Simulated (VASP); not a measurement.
# Sn17Se16 (a cell with a defect) in VASP: single point with PBE

Aim: the single point of Sn17Se16 (a cell with a defect) with PBE.

Everything below comes from runs of VASP 6.6.1. Logs are shortened: lines on timing, memory, paths and dates and some standing lists are left out, and cuts for length are marked.

### Step 1. The cell of the first run

The cell holds a defect, 33 atoms: a = 9.135 Å, b = 9.571 Å, c = 11.785 Å, α = 90.00°, β = 90.00°, γ = 118.50°.

### Step 2. Single point, PBE (with an interstitial atom, then relaxed in part)

File INCAR:

```
  PREC = Accurate
  ENCUT = 520
  EDIFF = 1E-7
  ISMEAR = 0
  SIGMA = 0.01
  LREAL = Auto
  LASPH = T
  NELM = 80
  ALGO = Fast
  ISIF = 2
  LWAVE = F
  LCHARG = F
  GGA = PE
  NBANDS = 189
```

File KPOINTS:

```
Automatic mesh
0
Gamma
  2 2 2
```

File POSCAR:

```
Sn17Se16
1.0
    0.0000000000      0.0000000000      9.1345598948
    0.0000000000      8.4107882824     -4.5672799474
  -11.7847581484      0.0000000000      0.0000000000
Sn Se
17 16
Direct
    0.3435084892      0.3758169819      0.3969944140
    0.8756160623      0.3761609401      0.3754344764
    0.6244551222      0.8738390599      0.3754344764
    0.0926915072      0.8741830181      0.3969944140
    0.4949325003      0.1250000000      0.1180369004
   -0.0146492013      0.1250000000      0.1127867037
    0.7416190766      0.6196516263      0.1268208990
    0.2469674504      0.6303483737      0.1268208990
    0.4154347487      0.1250000000      0.5868099714
    0.8478382707      0.1250000000      0.6019104866
    0.6098275311      0.6172505050      0.6095498905
    0.1175770261      0.6327494950      0.6095498905
    0.2922318480      0.4309532292      0.9307579992
    0.7498021939      0.3798165840      0.8725857289
    0.4949856099      0.8701834160      0.8725857289
    0.9862786188      0.8190467708      0.9307579992
    0.1399901511      0.1250000000      0.7866629291
    0.4147710789      0.1250000000      0.8833294150
    0.8238301127      0.1250000000      0.8399619379
    0.6032938209      0.6230258944      0.8446170741
    0.1052679265      0.6269741056      0.8446170741
    0.5453429255      0.1250000000      0.3661471079
    0.0254086544      0.1250000000      0.3445428091
    0.7815360442      0.6199559724      0.3579060829
    0.2865800718      0.6300440276      0.3579060829
    0.1856029879      0.3772316306      0.6211833618
    0.7177335934      0.3833076580      0.6366431381
    0.4594259355      0.8666923420      0.6366431381
    0.9333713573      0.8727683694      0.6211833618
    0.4141314047      0.3741261870      0.1431403781
    0.9103992733      0.3787066830      0.1392724265
    0.6566925902      0.8712933170      0.1392724265
    0.1650052177      0.8758738130      0.1431403781
```

Potentials or basis: VASP PAW PBE potentials, release 64 (Sn_d, Se).

The run is started by

```bash
cat potpaw_PBE.64/Sn_d/POTCAR potpaw_PBE.64/Se/POTCAR > POTCAR
mpirun -np 1 vasp_std > vasp.out
```

OUTCAR:

```text
PREC = Accurate
   ENCUT = 520
   EDIFF = 1E-7
   ISMEAR = 0
   LREAL = Auto
   LASPH = T
   NELM = 80
   ISIF = 2
   GGA = PE

 ion  position               nearest neighbor table
   1  0.344  0.376  0.397-  25 2.76  23 2.82  26 3.01  30 3.06  11 3.49   9 3.56
   2  0.876  0.376  0.375-  31 2.80  22 2.82  24 2.85  10 3.52  12 3.65
   3  0.624  0.874  0.375-  32 2.80  22 2.82  25 2.85  10 3.52  11 3.65
   4  0.093  0.874  0.397-  24 2.76  23 2.82  29 3.01  33 3.06  12 3.49   9 3.56
   5  0.495  0.125  0.118-  30 2.83  33 2.83  18 2.86  22 2.96
   6  0.985  0.125  0.113-  23 2.76  31 2.84  32 2.84  16 3.63  13 3.63
   7  0.742  0.620  0.127-  24 2.75  30 2.79  32 2.86  16 3.15
   8  0.247  0.630  0.127-  25 2.75  33 2.79  31 2.86  13 3.15
   9  0.415  0.125  0.587-  27 2.75  28 2.75  22 2.86  17 3.45   1 3.56   4 3.56
  10  0.848  0.125  0.602-  19 2.81  26 2.88  29 2.88  28 3.24  27 3.24  17 3.44   2 3.52   3 3.52

  11  0.610  0.617  0.610-  20 2.77  29 2.80  27 2.86   1 3.49   3 3.65
  12  0.118  0.633  0.610-  21 2.77  26 2.80  28 2.86   4 3.49   2 3.65
  13  0.292  0.431  0.931-  20 2.74  30 2.89  17 3.08   8 3.15  21 3.24   6 3.63
  14  0.750  0.380  0.873-  27 2.80  19 2.85  18 2.86  21 2.99  20 3.21
  15  0.495  0.870  0.873-  28 2.80  19 2.85  18 2.86  20 2.99  21 3.21
  16  0.986  0.819  0.931-  21 2.74  33 2.89  17 3.08   7 3.15  20 3.24   6 3.63
  17  0.140  0.125  0.787-  18 2.76  19 2.96  26 2.97  29 2.97  13 3.08  16 3.08  10 3.44   9 3.45

  18  0.415  0.125  0.883-  17 2.76   5 2.86  15 2.86  14 2.86
  19  0.824  0.125  0.840-  10 2.81  14 2.85  15 2.85  17 2.96
  20  0.603  0.623  0.845-  13 2.74  11 2.77  15 2.99  14 3.21  16 3.24
  21  0.105  0.627  0.845-  16 2.74  12 2.77  14 2.99  15 3.21  13 3.24
  22  0.545  0.125  0.366-   2 2.82   3 2.82   9 2.86   5 2.96
  23  0.025  0.125  0.345-   6 2.76   4 2.82   1 2.82
  24  0.782  0.620  0.358-   7 2.75   4 2.76   2 2.85
  25  0.287  0.630  0.358-   8 2.75   1 2.76   3 2.85
  26  0.186  0.377  0.621-  12 2.80  10 2.88  17 2.97   1 3.01
  27  0.718  0.383  0.637-   9 2.75  14 2.80  11 2.86  10 3.24
  28  0.459  0.867  0.637-   9 2.75  15 2.80  12 2.86  10 3.24
  29  0.933  0.873  0.621-  11 2.80  10 2.88  17 2.97   4 3.01
  30  0.414  0.374  0.143-   7 2.79   5 2.83  13 2.89   1 3.06
  31  0.910  0.379  0.139-   2 2.80   6 2.84   8 2.86
  32  0.657  0.871  0.139-   3 2.80   6 2.84   7 2.86
  33  0.165  0.876  0.143-   8 2.79   5 2.83  16 2.89   4 3.06

  LATTYP: Found a base centered orthorhombic cell.
 ALAT       =     9.1345598948
 B/A-ratio  =     1.8415311475
 C/A-ratio  =     1.2901287291

  Lattice vectors:

 A1 = (   0.0000000000,  -8.4107882824,   4.5672799474)
 A2 = (   0.0000000000,   8.4107882824,   4.5672799474)
 A3 = ( -11.7847581484,   0.0000000000,   0.0000000000)
[... 180 lines left out ...]
   POTIM  = 0.5000    time-step for ionic-motion
   TEBEG  =    0.0;   TEEND  =   0.0 temperature during run
   PSTRESS=    0.0 pullay stress
   NELECT =     334.0000    total number of electrons
   NUPDOWN=      -1.0000    fix difference up-down
   EMIN   =  10.00;   EMAX   =-10.00  energy-range for DOS
   EFERMI =   0.00;   METHOD = LEGACY
   ISMEAR =     0;   SIGMA  =   0.01  broadening in eV -4-tet -1-fermi 0-gaus
   EFERMI_NEDOS =   21; number of points for ismear=-14 and -15
   IALGO  =     68    algorithm
   IMIX   =      4    mixing-type and parameters
     AMIX     =   0.40;   BMIX     =  1.00
     AMIX_MAG =   1.60;   BMIX_MAG =  1.00
  volume/ion in A,a.u.               =      27.44       185.15
  Fermi-wavevector in a.u.,A,eV,Ry     =   1.174110  2.218745 18.756086  1.378533
  Thomas-Fermi vector in A             =   2.310512
   LORBIT       =      0    0 simple, 1 ext, 2 COOP (PROOUT), +10 PAW based schemes
   GGA     = PE    functional components
   LHFCALC =     F    Hartree Fock is set to
   AEXX    =    0.0000 exact exchange contribution
   IVDW    =     0    specifies the selected vdW correction
   LEPSILON=     F    determine dielectric tensor
   LRPA    =     F    only Hartree local field effects (RPA)
 non-spin polarized calculation
 RMM-DIIS sequential band-by-band and
 Gauss-broadening in eV      SIGMA  =   0.01
  energy-cutoff  :      520.00
  volume of cell :      905.41
 maximum number of plane-waves:     24416
 NGX is ok and might be reduce to    70
   NGX = 33   NGY = 35   NGZ = 43

 number of electron     334.0000004 magnetization

 Free energy of the ion-electron system (eV)
  ---------------------------------------------------
  ext. energy  EPLUGINS =         0.00000000
  ---------------------------------------------------
  free energy    TOTEN  =      -133.02934638 eV

  energy without entropy =     -133.02934638  energy(sigma->0) =     -133.02934638

 E-fermi :   5.8322     XC(G=0):  -9.5817

 val. band max:        5.7883217985   @ k =   0.5000  -0.0000   0.0000
 cond. band min:       5.8758845162   @ k =   0.0000   0.5000   0.5000
 fundamental gap:      0.0875627177
 Fermi energy:         5.8321682183

 k-point     1 :       0.0000    0.0000    0.0000
  band No.  band energies     occupation
      1     -16.2165      2.00000
      2     -16.2137      2.00000
      3     -16.1978      2.00000
      4     -16.1967      2.00000
      5     -16.1924      2.00000
      6     -16.1882      2.00000
[... 1081 lines left out ...]
    178       7.2840      0.00000
    179       7.4181      0.00000
 [bands above 179 left out]

------------------------ aborting loop because EDIFF is reached ----------------------------------------

  FORCE on cell =-STRESS in cart. coord.  units (eV):
  Direction    XX          YY          ZZ          XY          YZ          ZX
  --------------------------------------------------------------------------------------
  -------------------------------------------------------------------------------------
  Total       11.1792681      6.6604949      8.4690554      0.0000000      0.0000000     -1.1230549
  in kB       19.7823987     11.7861532     14.9865115      0.0000000      0.0000000     -1.9873143
  external PRESSURE =      15.5183545 kB  Pullay stress =       0.0000000 kB

 VOLUME and BASIS-vectors are now :
 -----------------------------------------------------------------------------
  energy-cutoff  :      520.00
  volume of cell :      905.41
      direct lattice vectors                 reciprocal lattice vectors
     0.000000000  0.000000000  9.134559895     0.000000000  0.059447460  0.109474349
     0.000000000  8.410788282 -4.567279947     0.000000000  0.118894920  0.000000000
   -11.784758148  0.000000000  0.000000000    -0.084855369  0.000000000  0.000000000

 POSITION                                       TOTAL-FORCE (eV/Angst)
 -----------------------------------------------------------------------------------
     -4.67848      3.16092      1.42134        -0.004611     -0.001184      0.012514
     -4.42440      3.16381      6.28034        -0.011079      0.007286      0.013208
     -4.42440      7.34968      1.71306        -0.011079     -0.007286      0.013208
     -4.67848      7.35257     -3.14594        -0.004611      0.001184      0.012514
     -1.39104      1.05135      3.95008        -0.002750     -0.000000      0.006821
     -1.32916      1.05135      8.42984         0.021991     -0.000000      0.009976
[... 25 lines left out ...]
     -1.64129      7.32826      2.01916         0.012380     -0.001793     -0.012524
     -1.68687      7.36679     -2.49311        -0.002159      0.004733     -0.008190
 -----------------------------------------------------------------------------------
    total drift:                                0.087658      0.000023      0.026558

  FREE ENERGIE OF THE ION-ELECTRON SYSTEM (eV)
  ---------------------------------------------------
  free  energy   TOTEN  =      -133.0293463820 eV

  energy  without entropy=     -133.0293463820  energy(sigma->0) =     -133.02934638
```

OSZICAR:

```text
N       E                     dE             d eps       ncg     rms          rms(c)
DAV:   1     0.488084188901E+04    0.48808E+04   -0.13983E+05  2276   0.229E+03
DAV:   2     0.952875332942E+03   -0.39280E+04   -0.38717E+04  2268   0.699E+02
DAV:   3    -0.642008799384E+01   -0.95930E+03   -0.92129E+03  2514   0.261E+02
[... 22 lines left out ...]
RMM:  26    -0.133029344969E+03   -0.60064E-06   -0.14127E-06  2862   0.309E-03    0.114E-02
RMM:  27    -0.133029345584E+03   -0.61510E-06   -0.47947E-07  2246   0.198E-03    0.777E-03
RMM:  28    -0.133029346054E+03   -0.47042E-06   -0.65321E-07  2445   0.150E-03    0.481E-03
RMM:  29    -0.133029346313E+03   -0.25838E-06   -0.13979E-07  1457   0.103E-03    0.213E-03
RMM:  30    -0.133029346382E+03   -0.69165E-07   -0.56010E-08  1424   0.638E-04
   1 F= -.13302935E+03 E0= -.13302935E+03  d E =-.984547E-11
```

stdout:

```text
POSCAR found type information on POSCAR SnSe
 POSCAR found :  2 types and      33 ions
 scaLAPACK will be used
 LDA part: xc-table for (Slater+PW92), standard interpolation
 POSCAR, INCAR and KPOINTS ok, starting setup
 FFT: planning ... GRIDC
 FFT: planning ... GRID_SOFT
 FFT: planning ... GRID
 WAVECAR not read
 entering main loop
 num prob RMM:  30    -0.133029346382E+03   -0.69165E-07   -0.56010E-08  1424   0.638E-04
```

Wall time 76 min (1 thread of Oxide Virtual Turin-like, shared host); peak memory 1.2 GiB.

Results:

* Free energy: -133.0293 eV
* Pressure: 1.6 GPa
* Largest force: 0.027 eV/Å
* Band gap on the k mesh: zero (bands 167 and 168 overlap by 0.20 eV)

Forces in eV/Å, atoms in the order of the input:
```
Sn  -0.005 -0.001  0.013
Sn  -0.011  0.007  0.013
Sn  -0.011 -0.007  0.013
Sn  -0.005  0.001  0.013
Sn  -0.003  0.000  0.007
Sn   0.022  0.000  0.010
Sn   0.001  0.005  0.003
Sn   0.001 -0.005  0.003
Sn  -0.012  0.000 -0.025
Sn  -0.014  0.000 -0.009
Sn   0.018 -0.004 -0.009
Sn   0.018  0.004 -0.009
Sn   0.008 -0.007 -0.011
Sn  -0.008  0.005  0.013
Sn  -0.008 -0.005  0.013
Sn   0.008  0.007 -0.011
Sn  -0.009  0.000  0.004
Se   0.013  0.000 -0.018
Se   0.004  0.000  0.020
Se  -0.010 -0.007  0.009
Se  -0.010  0.007  0.009
Se   0.014  0.000 -0.014
Se  -0.007  0.000 -0.005
Se  -0.007  0.000 -0.012
Se  -0.007  0.000 -0.012
Se  -0.002 -0.001  0.012
Se   0.002  0.002  0.005
Se   0.002 -0.002  0.005
Se  -0.002  0.001  0.012
Se  -0.002 -0.005 -0.008
Se   0.012  0.002 -0.013
Se   0.012 -0.002 -0.013
Se  -0.002  0.005 -0.008
```

Levels at points of the mesh, in eV from the Fermi level:
| k point | band 164 | band 165 | band 166 | band 167 | band 168 | band 169 | band 170 | band 171 |
| --- | --- | --- | --- | --- | --- | --- | --- | --- |
| (0.00, 0.00, 0.00) | -1.38 | -1.10 | -0.95 | -0.13 | -0.10 | 0.25 | 0.29 | 0.39 |
| (0.50, 0.00, 0.00) | -1.08 | -0.92 | -0.87 | -0.50 | -0.04 | 0.28 | 0.52 | 0.69 |
| (0.00, 0.50, 0.00) | -0.98 | -0.80 | -0.52 | -0.31 | 0.20 | 0.35 | 0.39 | 0.40 |
| (0.00, 0.00, 0.50) | -1.34 | -1.05 | -0.83 | 0.10 | 0.10 | 0.54 | 0.63 | 0.83 |
| (0.50, 0.00, 0.50) | -1.24 | -1.07 | -0.67 | 0.09 | 0.34 | 0.71 | 0.84 | 0.97 |
| (0.00, 0.50, 0.50) | -0.92 | -0.86 | -0.52 | -0.11 | 0.04 | 0.29 | 0.58 | 0.84 |

Caveat: the k points lie up to 0.39 Å⁻¹ apart; the cell differs from its parent crystal (with an interstitial atom, then relaxed in part); spin-orbit coupling is left out, which moves the levels of the heavy elements.

The gap in the log of VASP goes by the Fermi energy; the results here count the filled bands.